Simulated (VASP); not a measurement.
Set up this calculation in VASP 6.6.1, as the native input.

- Task: single point
- Functional: r2SCAN
- Potentials or basis: VASP PAW PBE potentials, release 64 (Pd)
- Cutoff: 520 eV
- k mesh: 14 × 14 × 14
- Occupations: methfessel-paxton, width 0.6 eV
- Spin: collinear spin, ferromagnetic start
- Starting moments: [0.436] μB
- Dipole correction: no
- Further INCAR settings: ALGO = Normal; EDIFF = 1e-06; NBANDS = 15

The system is Pd.

```
CELL_PARAMETERS angstrom
0.00000 1.95677 1.95677
1.95677 0.00000 1.95677
1.95677 1.95677 0.00000
ATOMIC_POSITIONS crystal
Pd 0.00000 0.00000 0.00000
```

These files were run (other wordings do the same):

POSCAR

```
Pd
1.0
    0.0000000000      1.9567730079      1.9567730079
    1.9567730079      0.0000000000      1.9567730079
    1.9567730079      1.9567730079      0.0000000000
Pd
1
Direct
    0.0000000000      0.0000000000      0.0000000000
```

INCAR.step1

```
ALGO = Normal
EDIFF = 1E-4
ENCUT = 520
GGA = PE
ISMEAR = 1
ISPIN = 2
LASPH = True
LCHARG = False
LMAXMIX = 4
LREAL = False
LWAVE = True
MAGMOM = 0.436
NBANDS = 15
NELM = 150
PREC = Accurate
SIGMA = 0.6
```

INCAR.step2

```
ALGO = Normal
EDIFF = 1E-6
ENCUT = 520
ISIF = 2
ISMEAR = 1
ISPIN = 2
ISTART = 1
LASPH = True
LCHARG = True
LELF = True
LMAXMIX = 4
LMIXTAU = True
LORBIT = 11
LREAL = False
LVHAR = True
LWAVE = False
MAGMOM = 0.436
METAGGA = R2SCAN
NBANDS = 15
NELM = 150
PREC = Accurate
SIGMA = 0.6
```

KPOINTS

```
k-points
0
Gamma
  14 14 14
```

Potentials or basis: VASP PAW PBE potentials, release 64 (Pd).

Launch:

```sh
$ cat potpaw_PBE.64/Pd/POTCAR > POTCAR
$ cp INCAR.step1 INCAR
$ mpirun -np 1 vasp_std > vasp.out
$ cp INCAR.step2 INCAR
$ mpirun -np 1 vasp_std > vasp.out
```

Results of the run:

```json
{"Pressure": "0.2 GPa", "Band gap on the k mesh": "zero (filled and empty bands overlap)", "Net moment": "0.01 μB per cell", "Valence electrons inside the program's atomic spheres": "Pd 9.45"}
```

Caveat: the PAW data sets were made with another functional, which shifts forces and pressure a little.

It took 65 s on 1 thread of Intel(R) Xeon(R) 6975P-C (Granite Rapids) (shared host), peak memory 0.18 GiB.
